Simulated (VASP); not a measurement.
# ZnSe (F-43m) in VASP: single point with PBE

Aim: the single point of ZnSe with PBE.

All numbers are computed with VASP 6.6.1; they aren't measurements. Logs are shortened: lines on timing, memory, paths and dates and some standing lists are left out, and cuts for length are marked.

### 1 The cell of the first run

It takes space group F-43m (No. 216, cubic). Conventional cell: a = 5.732 Å, b = 5.732 Å, c = 5.732 Å, α = 90.00°, β = 90.00°, γ = 90.00°. Zn (site symmetry -43m) has 4 Se at 2.48 Å within 3.3 Å. Within 3.3 Å of Se (site symmetry -43m) lie 4 Zn at 2.48 Å.

### 2 Single point, PBE

The input, INCAR:

```
PREC = Accurate
ENCUT = 520
EDIFF = 1E-6
ISMEAR = 0
SIGMA = 0.02
LREAL = F
LASPH = T
NELM = 60
ALGO = Normal
ISIF = 2
LWAVE = F
LCHARG = F
GGA = PE
NBANDS = 16
```

The input, KPOINTS:

```
regular mesh
0
Gamma
  8 8 8
```

The input, POSCAR:

```
ZnSe
1.0
    0.0000000000      2.8658805341      2.8658805341
    2.8658805341      0.0000000000      2.8658805341
    2.8658805341      2.8658805341      0.0000000000
Zn Se
1 1
Direct
    0.0000000000      0.0000000000      0.0000000000
    0.2500000000      0.2500000000      0.2500000000
```

Potentials or basis: VASP PAW PBE potentials, release 64 (Zn, Se).

On the command line:

```sh
cat potpaw_PBE.64/Zn/POTCAR potpaw_PBE.64/Se/POTCAR > POTCAR
mpirun -np 1 vasp_std > vasp.out
```

OUTCAR:

```text
PREC = Accurate
   ENCUT = 520
   EDIFF = 1E-6
   ISMEAR = 0
   LREAL = F
   LASPH = T
   NELM = 60
   ISIF = 2
   GGA = PE

 ion  position               nearest neighbor table
   1  0.000  0.000  0.000-   2 2.48   2 2.48   2 2.48   2 2.48
   2  0.250  0.250  0.250-   1 2.48   1 2.48   1 2.48   1 2.48

  LATTYP: Found a face centered cubic cell.
 ALAT       =     5.7317610682

  Lattice vectors:

 A1 = (   0.0000000000,   2.8658805341,   2.8658805341)
 A2 = (   2.8658805341,   0.0000000000,   2.8658805341)
 A3 = (   2.8658805341,   2.8658805341,   0.0000000000)

Analysis of symmetry for initial positions (statically):
=====================================================================
 Subroutine PRICEL returns:
 Original cell was already a primitive cell.

 Routine SETGRP: Setting up the symmetry group for a
 face centered cubic supercell.

 Subroutine GETGRP returns: Found 24 space group operations
 (whereof 24 operations were pure point group operations)
 out of a pool of 48 trial point group operations.

The static configuration has the point symmetry T_d .

Analysis of symmetry for dynamics (positions and initial velocities):
=====================================================================
 Subroutine PRICEL returns:
 Original cell was already a primitive cell.

 Routine SETGRP: Setting up the symmetry group for a
 face centered cubic supercell.

 Subroutine GETGRP returns: Found 24 space group operations
 (whereof 24 operations were pure point group operations)
 out of a pool of 48 trial point group operations.

The dynamic configuration has the point symmetry T_d .

 Subroutine INISYM returns: Found 24 space group operations
 (whereof 24 operations are pure point group operations),
 and found     1 'primitive' translations

----------------------------------------------------------------------------------------

                                     Primitive cell

  volume of cell :      47.0765

  direct lattice vectors                    reciprocal lattice vectors
     0.000000000  2.865880534  2.865880534    -0.174466449  0.174466449  0.174466449
     2.865880534  0.000000000  2.865880534     0.174466449 -0.174466449  0.174466449
     2.865880534  2.865880534  0.000000000     0.174466449  0.174466449 -0.174466449

  length of vectors
     4.052967119  4.052967119  4.052967119     0.302184754  0.302184754  0.302184754

  position of ions in fractional coordinates (direct lattice)
     0.000000000  0.000000000  0.000000000
     0.250000000  0.250000000  0.250000000

  ion indices of the primitive-cell ions
   primitive index   ion index
                 1           1
                 2           2

----------------------------------------------------------------------------------------

 KPOINTS: regular mesh

Automatic generation of k-mesh.
 Grid dimensions read from file:
 generate k-points for:    8    8    8

 Generating k-lattice:

  Cartesian coordinates                     Fractional coordinates (reciprocal lattice)
    -0.021808306  0.021808306  0.021808306     0.125000000  0.000000000  0.000000000
     0.021808306 -0.021808306  0.021808306     0.000000000  0.125000000  0.000000000
     0.021808306  0.021808306 -0.021808306     0.000000000  0.000000000  0.125000000

  Length of vectors
     0.037773094  0.037773094  0.037773094

  Shift w.r.t. Gamma in fractional coordinates (k-lattice)
     0.000000000  0.000000000  0.000000000

 Subroutine IBZKPT returns following result:
 ===========================================

 Found     29 irreducible k-points:

 Following reciprocal coordinates:
            Coordinates               Weight
  0.000000  0.000000  0.000000      1.000000
  0.125000  0.000000  0.000000      8.000000
  0.250000  0.000000  0.000000      8.000000
  0.375000  0.000000  0.000000      8.000000
  0.500000  0.000000  0.000000      4.000000
  0.125000  0.125000  0.000000      6.000000
[... 16 lines left out ...]
  0.500000  0.250000  0.125000     48.000000
 -0.375000  0.250000  0.125000     24.000000
 [... further k-points ...]
   k-points           NKPTS =     29   k-points in BZ     NKDIM =     29   number of bands    NBANDS=     16
   number of dos      NEDOS =    301   number of ions     NIONS =      2
   total plane-waves  NPLWV =  27000
   dimension x,y,z NGX =    30 NGY =   30 NGZ =   30
   dimension x,y,z NGXF=    60 NGYF=   60 NGZF=   60
   ions per type =               1   1
   NGX,Y,Z   is equivalent  to a cutoff of  12.31, 12.31, 12.31 a.u.
   NGXF,Y,Z  is equivalent  to a cutoff of  24.61, 24.61, 24.61 a.u.
 SYSTEM =  unknown system
   PREC   = accura    normal or accurate (medium, high low for compatibility)
   ISTART =      0    job   : 0-new  1-cont  2-samecut
   ICHARG =      2    charge: 1-file 2-atom 10-const
   ISPIN  =      1    spin polarized calculation?
   LNONCOLLINEAR =      F non collinear calculations
   LSORBIT =      F    spin-orbit coupling
   LASPH  =      T    aspherical Exc in radial PAW
   ENCUT  =  520.0 eV  38.22 Ry    6.18 a.u.   7.54  7.54  7.54*2*pi/ulx,y,z
   NELM   =     60;   NELMIN=  2; NELMDL= -5     # of ELM steps
   EDIFF  = 0.1E-05   stopping-criterion for ELM
   LREAL  =      F    real-space projection
   EDIFFG = 0.1E-04   stopping-criterion for IOM
   NSW    =      0    number of steps for IOM
   IBRION =     -1    ionic relax: 0-MD 1-quasi-New 2-CG
   NFREE  =      0    steps in history (QN), initial steepest desc. (CG)
   ISIF   =      2    stress and relaxation
   ISYM   =      2    0-nonsym 1-usesym 2-fastsym
   POTIM  = 0.5000    time-step for ionic-motion
   TEBEG  =    0.0;   TEEND  =   0.0 temperature during run
   PSTRESS=    0.0 pullay stress
   NELECT =      18.0000    total number of electrons
   NUPDOWN=      -1.0000    fix difference up-down
   EMIN   =  10.00;   EMAX   =-10.00  energy-range for DOS
   EFERMI =   0.00;   METHOD = LEGACY
   ISMEAR =     0;   SIGMA  =   0.02  broadening in eV -4-tet -1-fermi 0-gaus
   EFERMI_NEDOS =   21; number of points for ismear=-14 and -15
   IALGO  =     38    algorithm
   IMIX   =      4    mixing-type and parameters
     AMIX     =   0.40;   BMIX     =  1.00
     AMIX_MAG =   1.60;   BMIX_MAG =  1.00
  volume/ion in A,a.u.               =      23.54       158.84
  Fermi-wavevector in a.u.,A,eV,Ry     =   1.188222  2.245414 19.209678  1.411871
  Thomas-Fermi vector in A             =   2.324356
   LORBIT       =      0    0 simple, 1 ext, 2 COOP (PROOUT), +10 PAW based schemes
   GGA     = PE    functional components
   LHFCALC =     F    Hartree Fock is set to
   AEXX    =    0.0000 exact exchange contribution
   IVDW    =     0    specifies the selected vdW correction
   LEPSILON=     F    determine dielectric tensor
   LRPA    =     F    only Hartree local field effects (RPA)
 non-spin polarized calculation
 Gauss-broadening in eV      SIGMA  =   0.02
  energy-cutoff  :      520.00
  volume of cell :       47.08
 maximum number of plane-waves:      1287
   NGX = 15   NGY = 15   NGZ = 15

 number of electron      18.0000017 magnetization

 Free energy of the ion-electron system (eV)
  ---------------------------------------------------
  ext. energy  EPLUGINS =         0.00000000
  ---------------------------------------------------
  free energy    TOTEN  =        -6.03241763 eV

  energy without entropy =       -6.03241763  energy(sigma->0) =       -6.03241763

 E-fermi :   1.4157     XC(G=0):  -9.1683

 val. band max:        1.3294313123   @ k =   0.0000   0.0000   0.0000
 cond. band min:       2.4851391565   @ k =   0.0000   0.0000   0.0000
 fundamental gap:      1.1557078442
 Fermi energy:         1.4156588181

 k-point     1 :       0.0000    0.0000    0.0000
  band No.  band energies     occupation
      1     -11.7188      2.00000
      2      -5.0995      2.00000
      3      -5.0995      2.00000
      4      -5.0995      2.00000
      5      -4.7597      2.00000
      6      -4.7597      2.00000
[... 8 lines left out ...]
     15      12.7189      0.00000
     16      12.7189      0.00000

 k-point     2 :       0.1250    0.0000    0.0000
  band No.  band energies     occupation
      1     -11.6246      2.00000
      2      -5.0907      2.00000
      3      -5.0848      2.00000
      4      -5.0848      2.00000
      5      -4.7609      2.00000
      6      -4.7609      2.00000
[... 8 lines left out ...]
     15      11.9646      0.00000
     16      11.9864      0.00000

 k-point     3 :       0.2500    0.0000    0.0000
  band No.  band energies     occupation
      1     -11.3809      2.00000
      2      -5.0526      2.00000
      3      -5.0526      2.00000
      4      -5.0325      2.00000
      5      -4.7594      2.00000
      6      -4.7594      2.00000
[... 8 lines left out ...]
     15      11.7287      0.00000
     16      11.9871      0.00000

 k-point     4 :       0.3750    0.0000    0.0000
  band No.  band energies     occupation
      1     -11.1091      2.00000
      2      -5.0267      2.00000
      3      -5.0267      2.00000
      4      -4.8457      2.00000
      5      -4.7498      2.00000
      6      -4.7498      2.00000
[... 8 lines left out ...]
     15      12.7972      0.00000
     16      12.7972      0.00000

 k-point     5 :       0.5000    0.0000    0.0000
  band No.  band energies     occupation
      1     -10.9862      2.00000
      2      -5.0183      2.00000
      3      -5.0183      2.00000
      4      -4.7428      2.00000
      5      -4.7428      2.00000
      6      -4.6128      2.00000
[... 8 lines left out ...]
     15      14.2964      0.00000
     16      14.2964      0.00000

 k-point     6 :       0.1250    0.1250    0.0000
  band No.  band energies     occupation
      1     -11.5932      2.00000
      2      -5.1042      2.00000
      3      -5.0717      2.00000
      4      -5.0717      2.00000
      5      -4.7699      2.00000
      6      -4.7532      2.00000
[... 8 lines left out ...]
     15      12.4114      0.00000
     16      12.9362      0.00000

 k-point     7 :       0.2500    0.1250    0.0000
  band No.  band energies     occupation
      1     -11.3986      2.00000
      2      -5.0847      2.00000
      3      -5.0375      2.00000
      4      -5.0323      2.00000
      5      -4.7745      2.00000
      6      -4.7474      2.00000
[... 8 lines left out ...]
     15      12.8016      0.00000
     16      13.3142      0.00000

 k-point     8 :       0.3750    0.1250    0.0000
  band No.  band energies     occupation
      1     -11.1323      2.00000
      2      -5.0364      2.00000
      3      -5.0073      2.00000
      4      -4.9236      2.00000
      5      -4.7558      2.00000
      6      -4.7407      2.00000
[... 8 lines left out ...]
     15      12.9966      0.00000
     16      13.5227      0.00000

 k-point     9 :       0.5000    0.1250    0.0000
  band No.  band energies     occupation
      1     -10.9536      2.00000
      2      -5.0162      2.00000
      3      -4.9968      2.00000
      4      -4.7787      2.00000
      5      -4.7410      2.00000
      6      -4.6262      2.00000
[... 8 lines left out ...]
     15      13.6033      0.00000
     16      14.3135      0.00000
[... 172 lines left out ...]
 k-point    19 :       0.5000    0.3750    0.0000
  band No.  band energies     occupation
      1     -10.7785      2.00000
      2      -5.0345      2.00000
      3      -4.8888      2.00000
      4      -4.8724      2.00000
      5      -4.7232      2.00000
      6      -4.6066      2.00000
[... 8 lines left out ...]
     15      14.8102      0.00000
     16      15.3920      0.00000

 k-point    20 :      -0.3750    0.3750    0.0000
  band No.  band energies     occupation
      1     -10.7570      2.00000
      2      -5.0087      2.00000
      3      -4.9070      2.00000
      4      -4.8271      2.00000
      5      -4.7398      2.00000
      6      -4.5170      2.00000
[... 8 lines left out ...]
     15      13.2411      0.00000
     16      16.3949      0.00000

 k-point    21 :       0.5000    0.5000    0.0000
  band No.  band energies     occupation
      1     -10.7381      2.00000
      2      -5.0510      2.00000
      3      -4.8672      2.00000
      4      -4.8672      2.00000
      5      -4.7154      2.00000
      6      -4.5927      2.00000
[... 8 lines left out ...]
     15      15.1579      0.00000
     16      15.6034      0.00000

 k-point    22 :       0.3750    0.2500    0.1250
  band No.  band energies     occupation
      1     -11.1909      2.00000
      2      -5.0520      2.00000
      3      -5.0043      2.00000
      4      -4.9750      2.00000
      5      -4.7718      2.00000
      6      -4.7369      2.00000
[... 8 lines left out ...]
     15      13.4764      0.00000
     16      14.5917      0.00000

 k-point    23 :       0.5000    0.2500    0.1250
  band No.  band energies     occupation
      1     -10.9644      2.00000
      2      -5.0081      2.00000
      3      -4.9816      2.00000
      4      -4.8529      2.00000
      5      -4.7477      2.00000
      6      -4.6960      2.00000
[... 8 lines left out ...]
     15      13.7689      0.00000
     16      14.8888      0.00000

 k-point    24 :      -0.3750    0.2500    0.1250
  band No.  band energies     occupation
      1     -10.8642      2.00000
      2      -5.0011      2.00000
      3      -4.9690      2.00000
      4      -4.7867      2.00000
      5      -4.7527      2.00000
      6      -4.5659      2.00000
[... 8 lines left out ...]
     15      13.9528      0.00000
     16      14.7439      0.00000

 [... further k-points ...]

------------------------ aborting loop because EDIFF is reached ----------------------------------------

  FORCE on cell =-STRESS in cart. coord.  units (eV):
  Direction    XX          YY          ZZ          XY          YZ          ZX
  --------------------------------------------------------------------------------------
  -------------------------------------------------------------------------------------
  Total        0.0714380      0.0714380      0.0714380      0.0000000      0.0000000      0.0000000
  in kB        2.4312836      2.4312836      2.4312836      0.0000000      0.0000000      0.0000000
  external PRESSURE =       2.4312836 kB  Pullay stress =       0.0000000 kB

 VOLUME and BASIS-vectors are now :
 -----------------------------------------------------------------------------
  energy-cutoff  :      520.00
  volume of cell :       47.08
      direct lattice vectors                 reciprocal lattice vectors
     0.000000000  2.865880534  2.865880534    -0.174466449  0.174466449  0.174466449
     2.865880534  0.000000000  2.865880534     0.174466449 -0.174466449  0.174466449
     2.865880534  2.865880534  0.000000000     0.174466449  0.174466449 -0.174466449

 POSITION                                       TOTAL-FORCE (eV/Angst)
 -----------------------------------------------------------------------------------
      0.00000      0.00000      0.00000        -0.000000     -0.000000     -0.000000
      1.43294      1.43294      1.43294         0.000000      0.000000      0.000000
 -----------------------------------------------------------------------------------
    total drift:                               -0.000001     -0.000001     -0.000001

  FREE ENERGIE OF THE ION-ELECTRON SYSTEM (eV)
  ---------------------------------------------------
  free  energy   TOTEN  =        -6.0324176333 eV

  energy  without entropy=       -6.0324176333  energy(sigma->0) =       -6.03241763
```

Wall time 40 s (1 thread of Intel Xeon 8259CL, shared host); peak memory 0.18 GiB.

Results:

```
Free energy            : -6.0324 eV
Pressure               : 0.2 GPa
Band gap on the k mesh : 1.16 eV, direct
```

Levels at points of the mesh, in eV from the valence-band top:
```csv
k point,band 7,band 8,band 9,band 10,band 11,band 12
"(0.00, 0.00, 0.00)",0.00,0.00,0.00,1.16,5.81,5.81
"(0.50, 0.00, 0.00)",-5.02,-0.82,-0.82,2.48,6.38,6.38
"(0.50, 0.50, 0.00)",-4.61,-2.07,-2.07,3.06,3.46,10.50
```

As with any semilocal functional, this PBE gap is likely too small.
